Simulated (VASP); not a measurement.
Here is a VASP 6.6.1 calculation.

Contents of INCAR:

```
ALGO = Normal ; EDIFF = 1E-6
ENCUT = 520 ; GGA = CA
ISIF = 2 ; ISMEAR = 0
LASPH = True ; LCHARG = True
LELF = True ; LREAL = False
LVHAR = True ; LWAVE = False
NBANDS = 11 ; NELM = 100
PREC = Accurate ; SIGMA = 0.05
```

KPOINTS

```
k-points
0
Gamma
  10 10 10
```

POSCAR

```
BAs
1.0
    0.0000000000      2.4840400000      2.2929600000
    2.4840400000      0.0000000000      2.2929600000
    2.4840400000      2.4840400000      0.0000000000
B As
1 1
Direct
    0.0000000000      0.0000000000      0.0000000000
    0.7500000000      0.7500000000      0.7500000000
```

Potentials or basis: VASP PAW LDA potentials, release 64 (B, As).

Run with:

```bash
$ cat potpaw_LDA.64/B/POTCAR potpaw_LDA.64/As/POTCAR > POTCAR
$ mpirun -np 1 vasp_std > vasp.out
```

(1) Predict the band gap on the k mesh.

(2) Predict the pressure.

Results:

(1) 0.04 eV, indirect (least direct gap 2.44 eV).

(2) -7.8 GPa.

Caveat: the cell differs from its parent crystal (strain +0.040 along x and y, -0.040 along z).
